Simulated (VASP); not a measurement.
A run of VASP 6.6.1 is set up as follows.

The input POSCAR:

```
BeS
1.0
    0.0000000000      2.4343066366      2.4343066366
    2.4343066366      0.0000000000      2.4343066366
    2.4343066366      2.4343066366      0.0000000000
Be S
1 1
Direct
    0.0000000000      0.0000000000      0.0000000000
    0.2500000000      0.2500000000      0.2500000000
```

File INCAR.step1:

```
PREC = Accurate
ENCUT = 520
ISMEAR = 0
SIGMA = 0.01
LREAL = F
LASPH = T
NELM = 80
NBANDS = 11
GGA = PE
ALGO = Normal
EDIFF = 1E-4
LWAVE = T
LCHARG = F
```

Contents of INCAR.step2:

```
PREC = Accurate
ENCUT = 520
EDIFF = 1E-6
ISMEAR = 0
SIGMA = 0.01
LREAL = F
LASPH = T
NELM = 80
ALGO = Normal
ISIF = 2
LWAVE = F
LCHARG = F
METAGGA = R2SCAN
LMIXTAU = T
NBANDS = 11
ISTART = 1
```

KPOINTS

```
regular mesh
0
Gamma
  6 6 6
```

Potentials or basis: VASP PAW PBE potentials, release 64 (Be, S).

The run is started by

```console
$ cat potpaw_PBE.64/Be/POTCAR potpaw_PBE.64/S/POTCAR > POTCAR
$ cp INCAR.step1 INCAR
$ mpirun -np 1 vasp_std > vasp.out
$ cp INCAR.step2 INCAR
$ mpirun -np 1 vasp_std > vasp.out
```

(1) Predict the band gap on the k mesh.

(2) What does it give for the pressure?

## Answers

(1) 3.60 eV, indirect (least direct gap 6.26 eV).

(2) 0.3 GPa.

Caveat: the PAW data sets were made with another functional, which shifts forces and pressure a little.
